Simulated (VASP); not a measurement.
# Si2Ni (MoSi2 type) (I4/mmm) in VASP: relaxation of cell and atoms with PBE

Aim: the relaxation of cell and atoms of Si2Ni (MoSi2 type) with PBE.

All numbers are computed with VASP 6.6.1; they aren't measurements. Logs are shortened: lines on timing, memory, paths and dates and some standing lists are left out, and cuts for length are marked.

## 1. The cell of the first run

The structure is tetragonal, space group I4/mmm (No. 139). Conventional cell: a = 2.976 Å, b = 2.976 Å, c = 7.291 Å, α = 90.00°, β = 90.00°, γ = 90.00°. Within 3.2 Å of Ni (site symmetry 4/mmm) lie 10 Si at 2.42 to 2.44 Å and 4 Ni at 2.98 Å. Within 3.2 Å of Si (site symmetry 4mm) lie 9 Si at 2.41 to 2.98 Å and 5 Ni at 2.42 to 2.44 Å.

## 2. Relaxation of cell and atoms, PBE, target pressure 55 GPa, at which the enthalpy is minimised

INCAR

```
ALGO = Normal
EDIFF = 1E-7
EDIFFG = -0.005
ENCUT = 600
GGA = PE
IBRION = 2
ISIF = 3
ISMEAR = -1
LASPH = T
LCHARG = F
LREAL = F
LWAVE = F
NELM = 80
NSW = 60
PREC = Accurate
PSTRESS = 550.0
SIGMA = 0.1
```

KPOINTS

```
k-points
0
Gamma
  16 16 16
```

POSCAR

```
Si2Ni
1.0
   -1.4879116101      1.4879116101      3.6453834448
    1.4879116101     -1.4879116101      3.6453834448
    1.4879116101      1.4879116101     -3.6453834448
Ni Si
1 2
Direct
    0.0000000000      0.0000000000      0.0000000000
    0.3350000000      0.3350000000      0.0000000000
   -0.3350000000     -0.3350000000      0.0000000000
```

Potentials or basis: VASP PAW PBE potentials, release 64 (Ni, Si).

Launch:

```sh
cat potpaw_PBE.64/Ni/POTCAR potpaw_PBE.64/Si/POTCAR > POTCAR
mpirun -np 1 vasp_std > vasp.out
```

OUTCAR:

```text
EDIFF = 1E-7
   EDIFFG = -0.005
   ENCUT = 600
   GGA = PE
   IBRION = 2
   ISIF = 3
   ISMEAR = -1
   LASPH = T
   LREAL = F
   NELM = 80
   NSW = 60
   PREC = Accurate
   PSTRESS = 550.0

 ion  position               nearest neighbor table
   1  0.000  0.000  0.000-   3 2.42   3 2.42   3 2.42   2 2.42   3 2.42   2 2.42   2 2.42   2 2.42
                             2 2.44   3 2.44
   2  0.335  0.335  0.000-   3 2.41   1 2.42   1 2.42   1 2.42   1 2.42   3 2.44   3 2.44   3 2.44
                             3 2.44   1 2.44
   3  0.665  0.665  0.000-   2 2.41   1 2.42   1 2.42   1 2.42   1 2.42   2 2.44   2 2.44   2 2.44
                             2 2.44   1 2.44

  LATTYP: Found a body centered tetragonal cell.
 ALAT       =     2.9758232202
 C/A-ratio  =     2.4500000000

  Lattice vectors:

 A1 = (  -1.4879116101,   1.4879116101,   3.6453834448)
 A2 = (   1.4879116101,  -1.4879116101,   3.6453834448)
 A3 = (   1.4879116101,   1.4879116101,  -3.6453834448)

Analysis of symmetry for initial positions (statically):
=====================================================================
 Subroutine PRICEL returns:
 Original cell was already a primitive cell.

 Routine SETGRP: Setting up the symmetry group for a
 body centered tetragonal supercell.

 Subroutine GETGRP returns: Found 16 space group operations
 (whereof 16 operations were pure point group operations)
 out of a pool of 16 trial point group operations.

The static configuration has the point symmetry D_4h.

Analysis of symmetry for dynamics (positions and initial velocities):
=====================================================================
 Subroutine PRICEL returns:
 Original cell was already a primitive cell.

 Routine SETGRP: Setting up the symmetry group for a
 body centered tetragonal supercell.

 Subroutine GETGRP returns: Found 16 space group operations
 (whereof 16 operations were pure point group operations)
 out of a pool of 16 trial point group operations.

The dynamic configuration has the point symmetry D_4h.

 Subroutine INISYM returns: Found 16 space group operations
 (whereof 16 operations are pure point group operations),
 and found     1 'primitive' translations

----------------------------------------------------------------------------------------

                                     Primitive cell

  volume of cell :      32.2818

  direct lattice vectors                    reciprocal lattice vectors
    -1.487911610  1.487911610  3.645383445     0.000000000  0.336041467  0.137159782
     1.487911610 -1.487911610  3.645383445     0.336041467  0.000000000  0.137159782
     1.487911610  1.487911610 -3.645383445     0.336041467  0.336041467  0.000000000

  length of vectors
     4.209107076  4.209107076  4.209107076     0.362955470  0.362955470  0.475234400

  position of ions in fractional coordinates (direct lattice)
     0.000000000  0.000000000  0.000000000
     0.335000000  0.335000000  0.000000000
     0.665000000  0.665000000  0.000000000

  ion indices of the primitive-cell ions
   primitive index   ion index
                 1           1
                 2           2
                 3           3

----------------------------------------------------------------------------------------

 KPOINTS: k-points

Automatic generation of k-mesh.
 Grid dimensions read from file:
 generate k-points for:   16   16   16

 Generating k-lattice:

  Cartesian coordinates                     Fractional coordinates (reciprocal lattice)
     0.000000000  0.021002592  0.008572486     0.062500000  0.000000000 -0.000000000
     0.021002592  0.000000000  0.008572486     0.000000000  0.062500000 -0.000000000
     0.021002592  0.021002592  0.000000000     0.000000000  0.000000000  0.062500000

  Length of vectors
     0.022684717  0.022684717  0.029702150

  Shift w.r.t. Gamma in fractional coordinates (k-lattice)
     0.000000000  0.000000000  0.000000000

 Subroutine IBZKPT returns following result:
 ===========================================

 Found    349 irreducible k-points:

 Following reciprocal coordinates:
            Coordinates               Weight
  0.000000  0.000000  0.000000      1.000000
  0.062500  0.000000  0.000000      8.000000
  0.125000  0.000000  0.000000      8.000000
  0.187500  0.000000 -0.000000      8.000000
  0.250000  0.000000  0.000000      8.000000
  0.312500  0.000000  0.000000      8.000000
[... 16 lines left out ...]
 -0.125000  0.062500  0.000000     16.000000
 -0.062500  0.062500  0.000000      4.000000
 [... further k-points ...]
   k-points           NKPTS =    349   k-points in BZ     NKDIM =    349   number of bands    NBANDS=     13
   number of dos      NEDOS =    301   number of ions     NIONS =      3
   total plane-waves  NPLWV =  46656
   dimension x,y,z NGX =    36 NGY =   36 NGZ =   36
   dimension x,y,z NGXF=    72 NGYF=   72 NGZF=   72
   ions per type =               1   2
   NGX,Y,Z   is equivalent  to a cutoff of  14.22, 14.22, 14.22 a.u.
   NGXF,Y,Z  is equivalent  to a cutoff of  28.44, 28.44, 28.44 a.u.
 SYSTEM =  unknown system
   PREC   = accura    normal or accurate (medium, high low for compatibility)
   ISTART =      0    job   : 0-new  1-cont  2-samecut
   ICHARG =      2    charge: 1-file 2-atom 10-const
   ISPIN  =      1    spin polarized calculation?
   LNONCOLLINEAR =      F non collinear calculations
   LSORBIT =      F    spin-orbit coupling
   LASPH  =      T    aspherical Exc in radial PAW
   ENCUT  =  600.0 eV  44.10 Ry    6.64 a.u.   8.41  8.41  8.41*2*pi/ulx,y,z
   NELM   =     80;   NELMIN=  2; NELMDL= -5     # of ELM steps
   EDIFF  = 0.1E-06   stopping-criterion for ELM
   LREAL  =      F    real-space projection
   EDIFFG = -.5E-02   stopping-criterion for IOM
   NSW    =     60    number of steps for IOM
   IBRION =      2    ionic relax: 0-MD 1-quasi-New 2-CG
   NFREE  =      1    steps in history (QN), initial steepest desc. (CG)
   ISIF   =      3    stress and relaxation
   ISYM   =      2    0-nonsym 1-usesym 2-fastsym
   POTIM  = 0.5000    time-step for ionic-motion
   TEBEG  =    0.0;   TEEND  =   0.0 temperature during run
   PSTRESS=  550.0 pullay stress
   NELECT =      18.0000    total number of electrons
   NUPDOWN=      -1.0000    fix difference up-down
   EMIN   =  10.00;   EMAX   =-10.00  energy-range for DOS
   EFERMI =   0.00;   METHOD = LEGACY
   ISMEAR =    -1;   SIGMA  =   0.10  broadening in eV -4-tet -1-fermi 0-gaus
   EFERMI_NEDOS =   21; number of points for ismear=-14 and -15
   IALGO  =     38    algorithm
   IMIX   =      4    mixing-type and parameters
     AMIX     =   0.40;   BMIX     =  1.00
     AMIX_MAG =   1.60;   BMIX_MAG =  1.00
  volume/ion in A,a.u.               =      10.76        72.62
  Fermi-wavevector in a.u.,A,eV,Ry     =   1.347452  2.546314 24.703089  1.815626
  Thomas-Fermi vector in A             =   2.475201
   LORBIT       =      0    0 simple, 1 ext, 2 COOP (PROOUT), +10 PAW based schemes
   GGA     = PE    functional components
   LHFCALC =     F    Hartree Fock is set to
   AEXX    =    0.0000 exact exchange contribution
   IVDW    =     0    specifies the selected vdW correction
   LEPSILON=     F    determine dielectric tensor
   LRPA    =     F    only Hartree local field effects (RPA)
 conjugate gradient relaxation of ions
 non-spin polarized calculation
  energy-cutoff  :      600.00
  volume of cell :       32.28
 maximum number of plane-waves:      1104
 NGX is ok and might be reduce to    36
   NGX = 17   NGY = 17   NGZ = 17

--------------------------------------- Ionic step        1  -------------------------------------------

 number of electron      18.0000001 magnetization

 Free energy of the ion-electron system (eV)
  ---------------------------------------------------
  ext. energy  EPLUGINS =         0.00000000
  ---------------------------------------------------
  free energy    TOTEN  =       -15.58841012 eV

  energy without entropy =      -15.52695235  energy(sigma->0) =      -15.55768124

------------------------ aborting loop because EDIFF is reached ----------------------------------------

  FORCE on cell =-STRESS in cart. coord.  units (eV):
  Direction    XX          YY          ZZ          XY          YZ          ZX
  --------------------------------------------------------------------------------------
  -------------------------------------------------------------------------------------
  Total        7.7340495      7.7340495      5.1520511      0.0000000      0.0000000      0.0000000
  in kB      383.8486835    383.8486835    255.7014970      0.0000000      0.0000000      0.0000000
  external PRESSURE =    -208.8670454 kB  Pullay stress =     550.0000000 kB
[... 100 lines left out ...]
  energy  without entropy=      -14.9651411609  energy(sigma->0) =      -14.99597753

  enthalpy is  TOTEN    =        -4.6731965326 eV   P V=       10.3536173607

[... ionic steps 4 to 13 ...]

--------------------------------------- Ionic step       14  -------------------------------------------

 number of electron      17.9999999 magnetization

------------------------ aborting loop because EDIFF is reached ----------------------------------------
[... 73 lines left out ...]
--------------------------------------- Ionic step       16  -------------------------------------------

 number of electron      17.9999999 magnetization

 Free energy of the ion-electron system (eV)
  ---------------------------------------------------
  ext. energy  EPLUGINS =         0.00000000
  ---------------------------------------------------
  free energy    TOTEN  =       -15.17856599 eV

  energy without entropy =      -15.12715970  energy(sigma->0) =      -15.15286285

 E-fermi :  14.6475     XC(G=0): -13.0045

 val. band max:       14.6355205906   @ k =  -0.0625   0.3125   0.0625
 cond. band min:      14.6481576652   @ k =  -0.3750   0.1250   0.0000
 fundamental gap:      0.0126370745
 Fermi energy:        14.6475235191

 k-point     1 :       0.0000    0.0000    0.0000
  band No.  band energies     occupation
      1      -1.9422      2.00000
      2       7.4011      2.00000
      3       9.9721      2.00000
      4       9.9721      2.00000
      5      10.1997      2.00000
      6      11.2661      2.00000
      7      11.3845      2.00000
      8      14.1868      1.98023
      9      16.4957      0.00000
     10      16.4957      0.00000
     11      16.8949      0.00000
     12      16.8949      0.00000
     13      17.0667      0.00000
[... 354 lines left out ...]
  band No.  band energies     occupation
      1      -1.8159      2.00000
      2       7.4755      2.00000
      3       9.7899      2.00000
      4       9.8416      2.00000
      5      10.1908      2.00000
      6      11.2723      2.00000
      7      11.4144      2.00000
      8      14.0502      1.99492
      9      15.5524      0.00024
     10      15.7641      0.00003
     11      16.6178      0.00000
     12      16.8256      0.00000
     13      18.4230      0.00000

 [... further k-points ...]

------------------------ aborting loop because EDIFF is reached ----------------------------------------

  FORCE on cell =-STRESS in cart. coord.  units (eV):
  Direction    XX          YY          ZZ          XY          YZ          ZX
  --------------------------------------------------------------------------------------
  -------------------------------------------------------------------------------------
  Total       10.4379374     10.4379374     10.4175445      0.0000000     -0.0000000     -0.0000000
  in kB      550.4957051    550.4957051    549.4201821      0.0000000     -0.0000000     -0.0000000
  external PRESSURE =       0.1371974 kB  Pullay stress =     550.0000000 kB
[... 22 lines left out ...]
  energy  without entropy=      -15.1271597049  energy(sigma->0) =      -15.15286285

  enthalpy is  TOTEN    =        -4.7500276159 eV   P V=       10.4285383779

 reached required accuracy - stopping structural energy minimisation
```

Wall time 33 min (1 thread of AMD EPYC 9R45 (Zen 5), shared host); peak memory 0.33 GiB.

Results:

* Free energy: -15.1786 eV
* Relaxed volume: 10.13 Å³/atom
* Relaxed cell: a = 3.975 Å, b = 3.975 Å, c = 3.975 Å, α = 135.55°, β = 135.55°, γ = 64.68°
* Space group after relaxing (to 0.1 Å): I4/mmm (No. 139)
* Energy change on relaxing (the run minimises the enthalpy): +136.6 meV/atom
* Ionic steps: 16
* Pressure after relaxing: 55.0 GPa
* Largest force after relaxing: 0.003 eV/Å
* Band gap on the k mesh: zero (bands 9 and 10 overlap by 2.83 eV)

Forces in eV/Å, atoms in the order of the input:
```
Ni   0.000  0.000  0.000
Si   0.000  0.000 -0.003
Si   0.000  0.000  0.003
```

Stress tensor (GPa, compression positive):
```
55.05  0.00  0.00
 0.00 55.05  0.00
 0.00  0.00 54.94
```

The path:
```csv
step,energy change (eV),largest force (eV/Å),pressure (GPa),volume (Å³)
1,0.0000,0.1293,34.11,32.28
2,2.6821,0.2335,123.88,26.14
3,0.5616,0.1890,55.48,30.16
4,0.5898,0.1905,56.51,30.08
5,0.5302,0.0682,56.72,30.12
6,0.4986,0.2082,58.11,30.13
7,0.4981,0.1686,57.90,30.13
8,0.2104,0.1197,48.10,31.00
9,0.4016,0.0745,54.65,30.40
10,0.4146,0.0673,55.21,30.37
11,0.4088,0.0060,54.99,30.38
12,0.4087,0.0045,54.83,30.38
13,0.4223,0.0077,55.46,30.34
14,0.4116,0.0018,55.07,30.37
15,0.4110,0.0023,55.07,30.38
16,0.4098,0.0033,55.01,30.38
```

Final structure:
```
CELL_PARAMETERS angstrom
-1.50368 1.50368 3.35894
1.50368 -1.50368 3.35894
1.50368 1.50368 -3.35894
ATOMIC_POSITIONS crystal
Ni 0.00000 0.00000 0.00000
Si 0.33280 0.33280 0.00000
Si 0.66720 0.66720 0.00000
```

Caveat: the cell is relaxed towards a set pressure, so the run minimises the enthalpy, not the energy. Spin polarisation is off, so any magnetic state and its effect on volume and gap are missing.
